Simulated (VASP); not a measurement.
Runs of VASP 6.6.1 on EuO. The structure is that of space group Fm-3m (No. 225), or close to it. The cells are those of the table. 

```tsv
level	spin	cell	k mesh	cutoff (eV)	gap on the mesh (eV)	pressure (GPa)	moment (μB)
r2SCAN	collinear, ferromagnetic start	a = 3.545 Å, angles 60.0°, 2 atoms	12 × 12 × 12	800	none	(b)	6.96
r2SCAN	collinear, ferromagnetic start	a = 3.521 Å, angles 60.0°, 2 atoms	12 × 12 × 12	800	none	4.4	6.96
PBE	collinear, ferromagnetic start	a = 3.637 Å, angles 60.0°, 2 atoms	6 × 6 × 6	600	none	-4.6	6.97
r2SCAN	off	a = 3.569 Å, angles 60.0°, 2 atoms	12 × 12 × 12	800	none	(a)	-
```

Alike in all rows: task single point; potentials or basis VASP PAW PBE potentials, release 64 (Eu, O); smearing gaussian 0.05 eV.

Problem. Estimate the missing entries.

Solution. (a) -10.6; (b) 1.9.

Caveats: spin-orbit coupling is left out, which moves the levels of the heavy elements; semilocal functionals describe open f shells poorly, which spoils levels, moments and volumes; the PAW data sets were made with another functional, which shifts forces and pressure a little (at least some runs); a cell with one magnetic atom can't hold antiferromagnetic order, which such compounds often take (at least some runs); the cell stands under tension (at least some runs); the cell stands under pressure (at least some runs); an odd number of electrons without spin polarisation forces a metal (at least some runs).

A k mesh can miss the band edges, and the runs leave out spin-orbit coupling on Eu.

A gap of «none» marks levels without a gap at the run's occupations.
